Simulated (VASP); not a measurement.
**BaTiO3: relaxation of shape and atoms at fixed volume with PBE**

BaTiO3:

```xyz
5
Lattice="4.0074 0.0000 0.0000 0.0000 2.9571 2.9949 0.0000 -2.9571 2.9949" Properties=species:S:1:pos:R:3 pbc="T T T"
Ba    0.0000    0.0000    0.0922
Ti    2.0037    0.0000    3.1878
O     0.0000    0.0000    2.9006
O     2.0037   -1.4119    4.3855
O     2.0037    1.4119    4.3855
```

```yaml
Program: VASP 6.6.1
Task: relaxation of shape and atoms at fixed volume
Functional: PBE
Potentials_or_basis: VASP PAW PBE potentials, release 64 (Ba_sv, Ti_sv, O)
Cutoff: 600 eV
k_mesh: 8 × 8 × 8
Occupations: gaussian, width 0.02 eV
Spin: no spin polarisation
Dipole_correction: no
Further_INCAR_settings: ALGO = Normal; EDIFF = 1e-07; IBRION = 2; EDIFFG = -0.01; NSW = 50; ISIF = 4
```

| Quantity | Value |
| --- | --- |
| Energy gained by relaxing | 1.5 meV/atom |
| Ionic steps | 12 |
| Pressure after relaxing | -3.4 GPa |
| Largest force after relaxing | 0.005 eV/Å |
| Band gap on the k mesh | 2.60 eV (least direct gap 3.27 eV) |

Forces on the atoms (eV/Å):
```
Ba   0.000  0.000  0.001
Ti   0.000  0.000  0.004
O    0.000  0.000  0.001
O    0.000  0.004 -0.003
O    0.000 -0.004 -0.003
```

The path:
```tsv
step	energy change (eV)	largest force (eV/Å)	pressure (GPa)	volume (Å³)
1	0.0000	0.2722	-4.92	70.98
2	-0.0050	0.0473	-3.84	70.98
3	-0.0050	0.0245	-3.91	70.98
4	-0.0065	0.0291	-3.73	70.98
5	-0.0070	0.0642	-3.53	70.98
6	-0.0073	0.0429	-3.50	70.98
7	-0.0075	0.0266	-3.44	70.98
8	-0.0076	0.0155	-3.37	70.98
9	-0.0076	0.0144	-3.35	70.98
10	-0.0077	0.0147	-3.38	70.98
11	-0.0077	0.0119	-3.38	70.98
12	-0.0077	0.0052	-3.37	70.98
```

Final structure:
```
Ba Ti O
1.0
     3.96736    0.00000    0.00000
     0.00000    2.96704    3.01500
     0.00000   -2.96704    3.01500
Ba Ti O
1 1 3
Direct
  0.00000 0.01699 0.01699
  0.50000 0.53526 0.53526
  0.00000 0.48258 0.48258
  0.50000 0.49457 0.96682
  0.50000 0.96682 0.49457
```

Levels at points of the mesh, in eV from the valence-band top:
| k point | band 17 | band 18 | band 19 | band 20 | band 21 | band 22 | band 23 | band 24 |
| --- | --- | --- | --- | --- | --- | --- | --- | --- |
| (0.00, 0.00, 0.00) | -1.14 | -0.98 | -0.80 | -0.67 | 2.60 | 2.98 | 3.08 | 4.38 |
| (0.50, 0.00, 0.00) | -1.56 | -1.50 | -1.42 | -1.32 | 2.97 | 3.57 | 4.01 | 4.33 |
| (0.00, 0.50, 0.00) | -1.65 | -1.58 | -1.20 | -0.86 | 2.87 | 3.68 | 3.75 | 4.46 |
| (0.50, 0.50, 0.00) | -1.71 | -1.03 | -0.93 | -0.07 | 3.68 | 3.76 | 4.10 | 4.40 |
| (0.00, 0.50, 0.50) | -1.54 | -1.09 | -0.89 | -0.48 | 3.65 | 3.83 | 3.86 | 5.09 |
| (0.50, 0.50, 0.50) | -2.37 | -0.42 | -0.07 | 0.00 | 3.97 | 4.04 | 4.32 | 5.84 |

It took 20 min on 1 thread of Intel(R) Xeon(R) Platinum 8259CL CPU @ 2.50GHz (Skylake/Cascade Lake), on a shared host, peak memory 0.37 GiB.

Caveat: spin-orbit coupling is left out, which moves the levels of the heavy elements. A k mesh can miss the band edges.
